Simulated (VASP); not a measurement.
# Mo (C2/m) in VASP: single point with PBEsol

Aim: the single point of Mo with PBEsol.

Everything below comes from runs of VASP 6.6.1. Logs are shortened: lines on timing, memory, paths and dates and some standing lists are left out, and cuts for length are marked.

### Step 1. The cell of the first run

The structure is monoclinic, space group C2/m (No. 12). The conventional cell has a = 3.974 Å, b = 4.085 Å, c = 2.736 Å, α = 90.00°, β = 129.40°, γ = 90.00°. Within 3.6 Å of Mo (site symmetry 2/m) lie 12 Mo at 2.74 to 3.08 Å.

### Step 2. Single point, PBEsol (strained)

Contents of INCAR:

```
PREC     = Accurate       # precision mode
ENCUT    = 520            # plane-wave cutoff, eV
EDIFF    = 1E-6           # SCF threshold, eV
ISMEAR   = 0              # smearing method
SIGMA    = 0.1            # smearing width, eV
LREAL    = False          # projectors in reciprocal space
LASPH    = True           # aspherical terms in the spheres
NELM     = 80             # most SCF steps
ALGO     = Fast           # electronic algorithm
ISIF     = 2              # what is computed and relaxed
LWAVE    = False          # write WAVECAR
LCHARG   = False          # write CHGCAR
GGA      = PS             # functional
NBANDS   = 13             # bands
```

Contents of KPOINTS:

```
Automatic mesh
0
Gamma
  16 16 16
```

Contents of POSCAR:

```
Mo
1.0
    0.1209000000      2.0427264000      1.9831428500
    2.2468459000      0.0000000000      2.1040428500
    2.1259459000      2.0427264000      0.1209000000
Mo
1
Direct
    0.0000000000      0.0000000000      0.0000000000
```

Potentials or basis: VASP PAW PBE potentials, release 64 (Mo_sv).

Run with:

```
$ cat potpaw_PBE.64/Mo_sv/POTCAR > POTCAR
$ mpirun -np 1 vasp_std > vasp.out
```

OUTCAR:

```text
PREC = Accurate
   ENCUT = 520
   EDIFF = 1E-6
   ISMEAR = 0
   LREAL = False
   LASPH = True
   NELM = 80
   ISIF = 2
   GGA = PS

 ion  position               nearest neighbor table
   1  0.000  0.000  0.000-

  LATTYP: Found a base centered monoclinic cell.
 ALAT       =     3.9736493924
 B/A-ratio  =     1.0281362034
 C/A-ratio  =     0.6886490294
 COS(beta)  =    -0.6346848007

  Lattice vectors:

 A1 = (  -0.1209000000,   2.0427264000,  -1.9831428500)
 A2 = (  -0.1209000000,  -2.0427264000,  -1.9831428500)
 A3 = (  -2.0050459000,   0.0000000000,   1.8622428500)

Analysis of symmetry for initial positions (statically):
=====================================================================
 Subroutine PRICEL returns:
 Original cell was already a primitive cell.

 Routine SETGRP: Setting up the symmetry group for a
 base centered monoclinic supercell.

 Subroutine GETGRP returns: Found  4 space group operations
 (whereof  4 operations were pure point group operations)
 out of a pool of  4 trial point group operations.

The static configuration has the point symmetry C_2h.

Analysis of symmetry for dynamics (positions and initial velocities):
=====================================================================
 Subroutine PRICEL returns:
 Original cell was already a primitive cell.

 Routine SETGRP: Setting up the symmetry group for a
 base centered monoclinic supercell.

 Subroutine GETGRP returns: Found  4 space group operations
 (whereof  4 operations were pure point group operations)
 out of a pool of  4 trial point group operations.

The dynamic configuration has the point symmetry C_2h.

 Subroutine INISYM returns: Found  4 space group operations
 (whereof  4 operations are pure point group operations),
 and found     1 'primitive' translations

----------------------------------------------------------------------------------------

                                     Primitive cell

  volume of cell :      17.1648

  direct lattice vectors                    reciprocal lattice vectors
     0.120900000  2.042726400  1.983142850    -0.250395585  0.244770910  0.267390131
     2.246845900  0.000000000  2.104042850     0.221619720 -0.244770910  0.238614266
     2.125945900  2.042726400  0.120900000     0.250395585  0.244770910 -0.267390131

  length of vectors
     2.849597080  3.078199606  2.950761584     0.440577155  0.407387858  0.440577155

  position of ions in fractional coordinates (direct lattice)
     0.000000000  0.000000000  0.000000000

  ion indices of the primitive-cell ions
   primitive index   ion index
                 1           1

----------------------------------------------------------------------------------------

 KPOINTS: Automatic mesh

Automatic generation of k-mesh.
 Grid dimensions read from file:
 generate k-points for:   16   16   16

 Generating k-lattice:

  Cartesian coordinates                     Fractional coordinates (reciprocal lattice)
    -0.015649724  0.015298182  0.016711883     0.062500000  0.000000000 -0.000000000
     0.013851233 -0.015298182  0.014913392     0.000000000  0.062500000 -0.000000000
     0.015649724  0.015298182 -0.016711883    -0.000000000 -0.000000000  0.062500000

  Length of vectors
     0.027536072  0.025461741  0.027536072

  Shift w.r.t. Gamma in fractional coordinates (k-lattice)
     0.000000000  0.000000000  0.000000000

 Subroutine IBZKPT returns following result:
 ===========================================

 Found   1098 irreducible k-points:

 Following reciprocal coordinates:
            Coordinates               Weight
  0.000000  0.000000  0.000000      1.000000
  0.062500 -0.000000 -0.000000      4.000000
  0.125000 -0.000000 -0.000000      4.000000
  0.187500 -0.000000  0.000000      4.000000
  0.250000 -0.000000 -0.000000      4.000000
  0.312500 -0.000000  0.000000      4.000000
[... 16 lines left out ...]
 -0.187500  0.062500 -0.000000      4.000000
 -0.125000  0.062500  0.000000      4.000000
 [... further k-points ...]
   k-points           NKPTS =   1098   k-points in BZ     NKDIM =   1098   number of bands    NBANDS=     13
   number of dos      NEDOS =    301   number of ions     NIONS =      1
   total plane-waves  NPLWV =  13824
   dimension x,y,z NGX =    24 NGY =   24 NGZ =   24
   dimension x,y,z NGXF=    48 NGYF=   48 NGZF=   48
   ions per type =               1
   NGX,Y,Z   is equivalent  to a cutoff of  14.00, 12.96, 13.52 a.u.
   NGXF,Y,Z  is equivalent  to a cutoff of  28.00, 25.92, 27.04 a.u.
 SYSTEM =  unknown system
   PREC   = accura    normal or accurate (medium, high low for compatibility)
   ISTART =      0    job   : 0-new  1-cont  2-samecut
   ICHARG =      2    charge: 1-file 2-atom 10-const
   ISPIN  =      1    spin polarized calculation?
   LNONCOLLINEAR =      F non collinear calculations
   LSORBIT =      F    spin-orbit coupling
   LASPH  =      T    aspherical Exc in radial PAW
   ENCUT  =  520.0 eV  38.22 Ry    6.18 a.u.   5.30  5.72  5.49*2*pi/ulx,y,z
   NELM   =     80;   NELMIN=  2; NELMDL= -5     # of ELM steps
   EDIFF  = 0.1E-05   stopping-criterion for ELM
   LREAL  =      F    real-space projection
   EDIFFG = 0.1E-04   stopping-criterion for IOM
   NSW    =      0    number of steps for IOM
   IBRION =     -1    ionic relax: 0-MD 1-quasi-New 2-CG
   NFREE  =      0    steps in history (QN), initial steepest desc. (CG)
   ISIF   =      2    stress and relaxation
   ISYM   =      2    0-nonsym 1-usesym 2-fastsym
   POTIM  = 0.5000    time-step for ionic-motion
   TEBEG  =    0.0;   TEEND  =   0.0 temperature during run
   PSTRESS=    0.0 pullay stress
   NELECT =      14.0000    total number of electrons
   NUPDOWN=      -1.0000    fix difference up-down
   EMIN   =  10.00;   EMAX   =-10.00  energy-range for DOS
   EFERMI =   0.00;   METHOD = LEGACY
   ISMEAR =     0;   SIGMA  =   0.10  broadening in eV -4-tet -1-fermi 0-gaus
   EFERMI_NEDOS =   21; number of points for ismear=-14 and -15
   IALGO  =     68    algorithm
   IMIX   =      4    mixing-type and parameters
     AMIX     =   0.40;   BMIX     =  1.00
     AMIX_MAG =   1.60;   BMIX_MAG =  1.00
  volume/ion in A,a.u.               =      17.16       115.83
  Fermi-wavevector in a.u.,A,eV,Ry     =   1.529577  2.890482 31.832288  2.339607
  Thomas-Fermi vector in A             =   2.637179
   LORBIT       =      0    0 simple, 1 ext, 2 COOP (PROOUT), +10 PAW based schemes
   GGA     = PS    functional components
   LHFCALC =     F    Hartree Fock is set to
   AEXX    =    0.0000 exact exchange contribution
   IVDW    =     0    specifies the selected vdW correction
   LEPSILON=     F    determine dielectric tensor
   LRPA    =     F    only Hartree local field effects (RPA)
 non-spin polarized calculation
 RMM-DIIS sequential band-by-band and
 Gauss-broadening in eV      SIGMA  =   0.10
  energy-cutoff  :      520.00
  volume of cell :       17.16
 maximum number of plane-waves:       479
 NGX is ok and might be reduce to    24
   NGX = 11   NGY = 11   NGZ = 11

 number of electron      14.0000001 magnetization

 Free energy of the ion-electron system (eV)
  ---------------------------------------------------
  ext. energy  EPLUGINS =         0.00000000
  ---------------------------------------------------
  free energy    TOTEN  =       -11.27500073 eV

  energy without entropy =      -11.26869095  energy(sigma->0) =      -11.27184584

 E-fermi :  10.8128     XC(G=0): -12.9879

 val. band max:       10.8119912678   @ k =  -0.3750   0.0000   0.1250
 cond. band min:      10.8177684257   @ k =   0.3125   0.3750   0.0625
 fundamental gap:      0.0057771579
 Fermi energy:        10.8128447015

 k-point     1 :       0.0000    0.0000    0.0000
  band No.  band energies     occupation
      1     -50.0939      2.00000
      2     -23.6882      2.00000
      3     -23.5898      2.00000
      4     -23.4093      2.00000
      5       4.0815      2.00000
      6       9.0930      2.00000
      7       9.7245      2.00000
      8      10.9706      0.02564
      9      12.1354      0.00000
     10      12.9177      0.00000
     11      23.6549      0.00000
     12      26.9370      0.00000
     13      28.7789      0.00000

 k-point     2 :       0.0625   -0.0000   -0.0000
  band No.  band energies     occupation
      1     -50.0856      2.00000
      2     -23.6935      2.00000
      3     -23.6072      2.00000
      4     -23.4506      2.00000
      5       4.2434      2.00000
      6       9.1689      2.00000
      7       9.7989      2.00000
      8      10.8769      0.36496
      9      12.0455      0.00000
     10      12.8215      0.00000
     11      23.9778      0.00000
     12      27.2242      0.00000
     13      28.5845      0.00000

 k-point     3 :       0.1250   -0.0000   -0.0000
  band No.  band energies     occupation
      1     -50.0619      2.00000
      2     -23.7092      2.00000
      3     -23.6849      2.00000
      4     -23.5377      2.00000
      5       4.7022      2.00000
      6       9.3584      2.00000
      7       9.9049      2.00000
      8      10.7670      1.48339
      9      11.8434      0.00000
     10      12.5832      0.00000
     11      24.7712      0.00000
     12      27.2903      0.00000
     13      28.3222      0.00000
[... 305 lines left out ...]
 k-point    23 :      -0.1875    0.0625   -0.0000
  band No.  band energies     occupation
      1     -50.0141      2.00000
      2     -23.9326      2.00000
      3     -23.7519      2.00000
      4     -23.6141      2.00000
      5       5.6638      2.00000
      6       9.2828      2.00000
      7       9.9630      2.00000
      8      11.0409      0.00126
      9      11.5072      0.00000
     10      12.7271      0.00000
     11      25.0139      0.00000
     12      27.0846      0.00000
     13      29.9140      0.00000

 k-point    24 :      -0.1250    0.0625    0.0000
  band No.  band energies     occupation
      1     -50.0512      2.00000
      2     -23.7846      2.00000
      3     -23.6952      2.00000
      4     -23.5433      2.00000
      5       4.9810      2.00000
      6       9.2290      2.00000
      7       9.9154      2.00000
      8      10.9410      0.06994
      9      11.6728      0.00000
     10      12.7053      0.00000
     11      25.1281      0.00000
     12      26.7983      0.00000
     13      28.9353      0.00000

 [... further k-points ...]

------------------------ aborting loop because EDIFF is reached ----------------------------------------

  FORCE on cell =-STRESS in cart. coord.  units (eV):
  Direction    XX          YY          ZZ          XY          YZ          ZX
  --------------------------------------------------------------------------------------
  -------------------------------------------------------------------------------------
  Total       -1.8244817     -1.6919380     -2.6894159      0.0000000     -0.0000000      0.1518550
  in kB     -170.2989522   -157.9271881   -251.0327762      0.0000000     -0.0000000     14.1743018
  external PRESSURE =    -193.0863055 kB  Pullay stress =       0.0000000 kB

 VOLUME and BASIS-vectors are now :
 -----------------------------------------------------------------------------
  energy-cutoff  :      520.00
  volume of cell :       17.16
      direct lattice vectors                 reciprocal lattice vectors
     0.120900000  2.042726400  1.983142850    -0.250395585  0.244770910  0.267390131
     2.246845900  0.000000000  2.104042850     0.221619720 -0.244770910  0.238614266
     2.125945900  2.042726400  0.120900000     0.250395585  0.244770910 -0.267390131

 POSITION                                       TOTAL-FORCE (eV/Angst)
 -----------------------------------------------------------------------------------
      0.00000      0.00000      0.00000         0.000000     -0.000000     -0.000000
 -----------------------------------------------------------------------------------
    total drift:                               -0.000000      0.000000     -0.000000

  FREE ENERGIE OF THE ION-ELECTRON SYSTEM (eV)
  ---------------------------------------------------
  free  energy   TOTEN  =       -11.2750007296 eV

  energy  without entropy=      -11.2686909473  energy(sigma->0) =      -11.27184584
```

Run time: 70 s. Hardware: 1 thread of Intel Xeon 6975P-C (Granite Rapids), shared host; peak memory 0.33 GiB.

Results:

```yaml
Free_energy: -11.2750 eV
Pressure: -19.3 GPa
Band_gap_on_the_k_mesh: zero (bands 7 and 8 overlap by 4.07 eV)
```

Levels at points of the mesh, in eV from the Fermi level:
```tsv
k point	band 3	band 4	band 5	band 6	band 7	band 8	band 9	band 10	band 11	band 12
(0.00, 0.00, 0.00)	-34.40	-34.22	-6.73	-1.72	-1.09	0.16	1.32	2.10	12.84	16.12
(0.50, 0.00, 0.00)	-34.68	-34.53	-4.50	-1.87	-0.40	1.76	3.09	4.07	10.78	12.12
(0.00, 0.50, 0.00)	-34.51	-34.34	-4.50	-1.59	-0.01	0.62	2.72	3.74	9.25	12.97
(0.50, 0.50, 0.00)	-34.86	-34.79	-4.74	-4.16	2.79	4.15	4.16	4.30	11.10	11.47
(0.50, 0.00, 0.50)	-34.95	-34.52	-4.74	-4.09	3.42	3.47	3.62	4.39	9.93	13.01
(0.00, 0.50, 0.50)	-34.70	-34.66	-4.70	-4.01	2.85	3.18	3.66	4.26	12.01	12.25
```

Caveat: the cell differs from its parent crystal (strained); the cell stands under tension; the PAW data sets were made with another functional, which shifts forces and pressure a little.
